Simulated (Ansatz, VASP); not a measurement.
**Two plane-wave programs on GaSb3**

```
Ga Sb
1.0
     0.00000    3.72004    3.43360
     3.72004    0.00000    3.43360
     3.72004    3.72004    0.00000
Ga Sb
1 3
Direct
  0.00000 0.00000 0.00000
  0.25000 0.25000 0.25000
  0.75000 0.75000 0.75000
  0.50000 0.50000 0.50000
```

Alike in both runs: task single point; functional LDA; k mesh 10 × 10 × 10; occupations gaussian, width 0.15 eV; no spin polarisation.

```csv
,VASP,Ansatz
version,VASP 6.6.1,Ansatz 0.2.0
potentials or method,"VASP PAW LDA potentials, release 64 (Ga_d, Sb), cutoff 520 eV","scalar-relativistic, plane waves, PAW"
valence electrons in the cell,28,58
```

|  | VASP | Ansatz | Ansatz less VASP |
| --- | --- | --- | --- |
| gap on the k mesh at the Fermi level (eV) | none | none | - |
| pressure (GPa) | 0.4 | 0.3 | -0.12 |
| traceless stress, the component that is largest in VASP (GPa) | 0.56 | 0.54 | -0.021 |

Ansatz warns that its potentials were made for another functional, while VASP's fit it. LDA's correlation is that of Perdew and Zunger in VASP and of Perdew and Wang (1992) in Ansatz. A gap of «none» marks a metal or a gap that the smearing closes. VASP's potentials hold 28 valence electrons a cell and Ansatz's 58, so a difference there can come from the potentials and not from the codes.

Spin-orbit coupling is off throughout.
